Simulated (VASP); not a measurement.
Set up this calculation in VASP 6.6.1, as the native input.

```yaml
Task: single point
Functional: PBE
Potentials_or_basis: VASP PAW PBE potentials, release 64 (Ta_pv)
Cutoff: 520 eV
k_mesh: 14 × 14 × 14
Occupations: fermi-dirac, width 0.08 eV
Spin: no spin polarisation
Dipole_correction: no
Further_INCAR_settings: ALGO = Normal; EDIFF = 1e-06; NBANDS = 12
```

The structure of Ta lies in POSCAR:

```
Ta
1.0
    2.5899403463      0.0000000000      0.0000000000
    0.0000000000      2.5899403463      0.0000000000
    0.0000000000      0.0000000000      2.5899403463
Ta
1
Direct
    0.0000000000      0.0000000000      0.0000000000
```

This cell differs from its parent crystal: volume scaled by 0.84.

The input as run:

INCAR

```
SYSTEM = Ta
PREC     = Accurate       ! precision mode
ENCUT    = 520            ! plane-wave cutoff, eV
EDIFF    = 1E-6           ! SCF threshold, eV
ISMEAR   = -1             ! smearing method
SIGMA    = 0.08           ! smearing width, eV
LREAL    = .False.        ! projectors in reciprocal space
LASPH    = .True.         ! aspherical terms in the spheres
NELM     = 100            ! most SCF steps
ALGO     = Normal         ! electronic algorithm
ISIF     = 2              ! what is computed and relaxed
LWAVE    = .False.        ! write WAVECAR
LCHARG   = .False.        ! write CHGCAR
GGA      = PE             ! functional
NBANDS   = 12             ! bands
```

KPOINTS

```
regular mesh
0
Gamma
  14 14 14
  0 0 0
```

Potentials or basis: VASP PAW PBE potentials, release 64 (Ta_pv).

Command:

```console
$ cat potpaw_PBE.64/Ta_pv/POTCAR > POTCAR
$ mpirun -np 1 vasp_std > vasp.out
```

It gave:

The pressure is 34.6 GPa.

Run time: 9.1 s on 1 thread of AMD EPYC 9R45 96-Core Processor (Zen 5) (shared host), peak memory 0.11 GiB.
